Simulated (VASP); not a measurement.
Wanted: the native input for a VASP 6.6.1 run.

* Task: single point
* Functional: LDA
* Potentials or basis: VASP PAW LDA potentials, release 64 (Li_sv)
* Cutoff: 520 eV
* k mesh: 15 × 15 × 7
* Occupations: fermi-dirac, width 0.1 eV
* Spin: no spin polarisation
* Dipole correction: no
* Further INCAR settings: ALGO = Normal; EDIFF = 1e-07; NBANDS = 10

The structure of Li lies in POSCAR:

```
Li
1.0
   -1.9544177485      1.6087273584      1.4402684578
    1.6087273584     -1.9544177485      1.4402684578
    3.6520426992      3.6520426992     -2.0734010404
Li
2
Direct
    0.9575235877      0.0424764123      1.0000000000
    0.7924764123      0.2075235877      0.5000000000
```

This cell differs from its parent crystal: volume scaled by 0.92.

The input as run:

INCAR

```
PREC = Accurate
ENCUT = 520
EDIFF = 1E-7
ISMEAR = -1
SIGMA = 0.1
LREAL = F
LASPH = T
NELM = 80
ALGO = Normal
ISIF = 2
LWAVE = F
LCHARG = F
NBANDS = 10
```

KPOINTS

```
regular mesh
0
Gamma
  15 15 7
```

Potentials or basis: VASP PAW LDA potentials, release 64 (Li_sv).

Run with:

```console
$ cat potpaw_LDA.64/Li_sv/POTCAR > POTCAR
$ mpirun -np 1 vasp_std > vasp.out
```

It gave:

The band gap on the k mesh is zero (band 3 reaches 3.33 eV, above the bottom of band 4 at -1.37 eV).

Wall time 3 min on 1 thread of Oxide Virtual Turin-like Processor, with other jobs on the host, peak memory 0.19 GiB.
